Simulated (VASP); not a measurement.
Input of a VASP 6.6.1 run:

INCAR

```
SYSTEM = TaN
  PREC = Accurate
  ENCUT = 520
  EDIFF = 1E-6
  ISMEAR = 0
  SIGMA = 0.05
  LREAL = .False.
  LASPH = .True.
  NELM = 150
  ALGO = Normal
  ISIF = 2
  LWAVE = .False.
  LCHARG = .False.
  MAGMOM = -0.01 -0.01 0.01 -0.01 -0.01 0.01 0 0 0 0 0 0
  LORBIT = 11
  LSORBIT = .True.
  GGA_COMPAT = .False.
  LORBMOM = .True.
  LMAXMIX = 4
  LDAU = .True.
  LDAUTYPE = 1
  LDAUL = 2 -1
  LDAUU = 4 0
  LDAUJ = 0.9 0
  LDAUPRINT = 1
  GGA = PS
  NBANDS = 46
```

KPOINTS

```
regular mesh
0
Gamma
  7 7 7
  0 0 0
```

Contents of POSCAR:

```
TaN
1.0
    0.0000000000      2.1790013100      2.1790013100
    2.1790013100      0.0000000000      2.1790013100
    4.3580026200      4.3580026200      0.0000000000
Ta N
2 2
Direct
    0.5000000000      0.5000000000      0.2500000000
    0.5000000000      0.5000000000      0.7500000000
    0.0000000000      0.0000000000      0.0000000000
    0.0000000000      0.0000000000      0.5000000000
```

Potentials or basis: VASP PAW PBE potentials, release 64 (Ta_pv, N).

Command:

```sh
$ cat potpaw_PBE.64/Ta_pv/POTCAR potpaw_PBE.64/N/POTCAR > POTCAR
$ mpirun -np 1 vasp_ncl > vasp.out
```

(1) Predict the net moment.

(2) Predict the pressure.

Answers

(1) 0.00 μB per cell.

(2) 16.4 GPa.

Caveat: the cell stands under pressure; the PAW data sets were made with another functional, which shifts forces and pressure a little.
